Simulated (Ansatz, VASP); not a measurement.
Tl in VASP and in Ansatz

Contents of INCAR:

```
SYSTEM = Tl
PREC = Accurate
ENCUT = 600
EDIFF = 1E-7
ISMEAR = 0
SIGMA = 0.1
LREAL = .False.
LASPH = .True.
NELM = 80
ALGO = Normal
ISIF = 3
LWAVE = .False.
LCHARG = .False.
GGA = PE
IBRION = 2
NSW = 90
EDIFFG = -0.04
```

File KPOINTS:

```
Automatic mesh
0
Gamma
  6 6 4
  0 0 0
```

POSCAR

```
Tl
1.0
    3.4172090700      0.0000000000      0.0000000000
   -1.7086045300      2.9593898600      0.0000000000
    0.0000000000      0.0000000000      6.1262909300
Tl
2
Direct
    0.0000000000      0.0000000000      0.2590922100
    0.0000000000      0.0000000000      0.7409077900
```

Input for Ansatz:

```yaml
crystal:
  lattice:
    - [3.41720907, 0.0, 0.0]
    - [-1.70860453, 2.95938986, 0.0]
    - [0.0, 0.0, 6.12629093]
  atoms:
    - { symbol: Tl, position: [0.0, 0.0, 0.25909221] }
    - { symbol: Tl, position: [0.0, 0.0, 0.74090779] }
basis:
  ecutwfc: 420
kpoints:
  mp_grid: { grid: [6, 6, 4] }
hamiltonian:
  xc: pbe
scf:
  occupations: { method: gaussian, width: 0.1 }
  lower_state_search: "off"
output:
  forces: true
  stress: true
  eigenvalues: true
relax:
  adjacent_minimum: "off"
  f_tol: 0.04
  max_steps: 70
  cell: { stress_tol: 0.4 }
```

Alike in both runs: task relaxation of cell and atoms; functional PBE; k mesh 6 × 6 × 4; occupations gaussian, width 0.1 eV; no spin polarisation.

|  | VASP | Ansatz |
| --- | --- | --- |
| version | VASP 6.6.1 | Ansatz 0.2.0 |
| potentials or method | VASP PAW PBE potentials, release 64 (Tl_d), cutoff 600 eV | scalar-relativistic, plane waves, PAW |
| valence electrons in the cell | 26 | 26 |

Ansatz gave:

- gap on the k mesh at the Fermi level, each at its own relaxed structure (eV): none
- relaxed volume (Å³/atom): 33.08
- relaxed length of the cell vector where the two differ most in proportion (Å): 3.421

Problem. Estimate VASP's values.

Solution. gap on the k mesh at the Fermi level, each at its own relaxed structure (eV): none; relaxed volume (Å³/atom): 32.90; relaxed length of the cell vector where the two differ most in proportion (Å): 3.407.

A gap of «none» marks a metal or a gap that the smearing closes.

Neither program's run includes spin-orbit coupling.
